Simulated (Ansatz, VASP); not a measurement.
## Two plane-wave programs on BAs

File INCAR:

```
PREC = Accurate
ENCUT = 560
EDIFF = 1E-6
ISMEAR = -1
SIGMA = 0.05
LREAL = F
LASPH = T
NELM = 120
ALGO = Normal
ISIF = 2
LWAVE = F
LCHARG = F
GGA = RP
IVDW = 13
NBANDS = 16
GGA_COMPAT = F
```

The input KPOINTS:

```
regular mesh
0
Gamma
  10 10 10
```

File POSCAR:

```
BAs
1.0
    0.0000000000      2.4353452264      2.4353452264
    2.4353452264      0.0000000000      2.4353452264
    2.4353452264      2.4353452264      0.0000000000
As B
1 1
Direct
    0.7500000000      0.7500000000      0.7500000000
    0.0000000000      0.0000000000      0.0000000000
```

input.yaml

```yaml
crystal:
  lattice:
    - [0.0, 2.4353452264, 2.4353452264]
    - [2.4353452264, 0.0, 2.4353452264]
    - [2.4353452264, 2.4353452264, 0.0]
  atoms:
    - { symbol: As, position: [0.75, 0.75, 0.75] }
    - { symbol: B, position: [0.0, 0.0, 0.0] }
hamiltonian:
  xc: rpbe
  pseudopotentials: { kind: paw }
  dispersion: d4
kpoints:
  mp_grid: { grid: [10, 10, 10] }
scf:
  occupations: { method: fermi_dirac, width: 0.05 }
output:
  forces: true
  stress: true
  eigenvalues: true
```

Alike in both runs: task single point; functional RPBE; dispersion D4; k mesh 10 × 10 × 10; occupations fermi-dirac, width 0.05 eV; no spin polarisation.

```csv
,VASP,Ansatz
version,VASP 6.6.1,Ansatz 0.2.0
potentials or method,"VASP PAW PBE potentials, release 64 (As_d, B)",Ansatz PAW
plane-wave cutoff (eV),560,420
valence electrons in the cell,18,18
```

|  | VASP | Ansatz | Ansatz less VASP |
| --- | --- | --- | --- |
| gap on the k mesh at the Fermi level (eV) | 1.28 | 1.28 | -0.002 |
| least direct gap on the mesh (eV) | 3.22 | 3.21 | -0.004 |
| pressure (GPa) | -11.2 | -11.0 | +0.16 |

VASP's potentials were made for PBE, not for RPBE.
